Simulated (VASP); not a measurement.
A run of VASP 6.6.1:

The input INCAR:

```
SYSTEM = GaB2
PREC     = Accurate       ! precision mode
ENCUT    = 500            ! plane-wave cutoff, eV
EDIFF    = 1E-6           ! SCF threshold, eV
ISMEAR   = 0              ! smearing method
SIGMA    = 0.1            ! smearing width, eV
LREAL    = .False.        ! projectors in reciprocal space
LASPH    = .True.         ! aspherical terms in the spheres
NELM     = 120            ! most SCF steps
ALGO     = Normal         ! electronic algorithm
ISIF     = 2              ! what is computed and relaxed
LWAVE    = .False.        ! write WAVECAR
LCHARG   = .False.        ! write CHGCAR
GGA      = PE             ! functional
NBANDS   = 16             ! bands
GGA_COMPAT= .False.
```

File KPOINTS:

```
Automatic mesh
0
Gamma
  6 6 6
  0 0 0
```

POSCAR

```
GaB2
1.0
    0.0000000000      2.4629297383      2.4629297383
    2.4629297383      0.0000000000      2.4629297383
    2.4629297383      2.4629297383      0.0000000000
Ga B
1 2
Direct
    0.0000000000      0.0000000000      0.0000000000
    0.2500000000      0.2500000000      0.2500000000
    0.7500000000      0.7500000000      0.7500000000
```

Potentials or basis: VASP PAW PBE potentials, release 64 (Ga_d, B).

The run is started by

```console
$ cat potpaw_PBE.64/Ga_d/POTCAR potpaw_PBE.64/B/POTCAR > POTCAR
$ mpirun -np 1 vasp_std > vasp.out
```

Hardware: 1 thread of Intel(R) Xeon(R) 6975P-C (Granite Rapids), on a shared host.

**Question.** Estimate the wall time of this run.

**Answer.** Wall time 4.5 s on 1 thread of Intel(R) Xeon(R) 6975P-C (Granite Rapids) (shared host), peak memory 0.15 GiB. Counts: scf iterations 12, k points 16.
